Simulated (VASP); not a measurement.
Wanted: the native input for a VASP 6.6.1 run.

```
Task                   : single point
Functional             : BLYP
Potentials or basis    : VASP PAW PBE potentials, release 64 (Ti_sv, O)
Cutoff                 : 520 eV
k mesh                 : 8 × 8 × 4
Occupations            : fermi-dirac, width 0.05 eV
Spin                   : no spin polarisation
Dipole correction      : no
Further INCAR settings : ALGO = Normal; EDIFF = 1e-06; NBANDS = 60
```

The structure of TiO2 lies in POSCAR:

```
TiO2
1.0
    6.1535771931     -1.8834685000      0.0000000000
    6.1535771931      1.8834685000      0.0000000000
   -1.9283261078      0.0000000000      6.3289668713
Ti O
4 8
Direct
    0.9000710000      0.9000710000      0.2896020000
    0.1952860000      0.1952860000      0.2837620000
    0.0999290000      0.0999290000      0.7103980000
    0.8047140000      0.8047140000      0.7162380000
    0.3619310000      0.3619310000      0.2933970000
    0.2634885000      0.2634885000      0.6525000000
    0.8671885000      0.8671885000      0.9952910000
    0.7365115000      0.7365115000      0.3475000000
    0.9416475000      0.9416475000      0.6300210000
    0.1328115000      0.1328115000      0.0047090000
    0.6380690000      0.6380690000      0.7066030000
    0.0583525000      0.0583525000      0.3699790000
```

The input as run:

INCAR

```
SYSTEM = TiO2
AGGAC = 1.0 ; AGGAX = 1.0
ALDAC = 0.0 ; ALDAX = 1.0
ALGO = Normal ; EDIFF = 1E-6
ENCUT = 520 ; GGA = B5
ISIF = 2 ; ISMEAR = -1
LASPH = .TRUE. ; LCHARG = .TRUE.
LELF = .TRUE. ; LREAL = .FALSE.
LVHAR = .TRUE. ; LWAVE = .FALSE.
NBANDS = 60 ; NELM = 100
PREC = Accurate ; SIGMA = 0.05
```

KPOINTS

```
k-points
0
G
  8 8 4
  0 0 0
```

Potentials or basis: VASP PAW PBE potentials, release 64 (Ti_sv, O).

Command:

```sh
$ cat potpaw_PBE.64/Ti_sv/POTCAR potpaw_PBE.64/O/POTCAR > POTCAR
$ mpirun -np 1 vasp_std > vasp.out
```

Results of the run:

```yaml
Pressure: 4.2 GPa
Largest_force: 0.125 eV/Å
Band_gap_on_the_k_mesh: 2.71 eV (least direct gap 2.88 eV)
```

Caveat: the cell stands under pressure; the PAW data sets were made with another functional, which shifts forces and pressure a little.

Run time: 33 min on 1 thread of Oxide Virtual Turin-like Processor, on a shared host, peak memory 0.62 GiB.
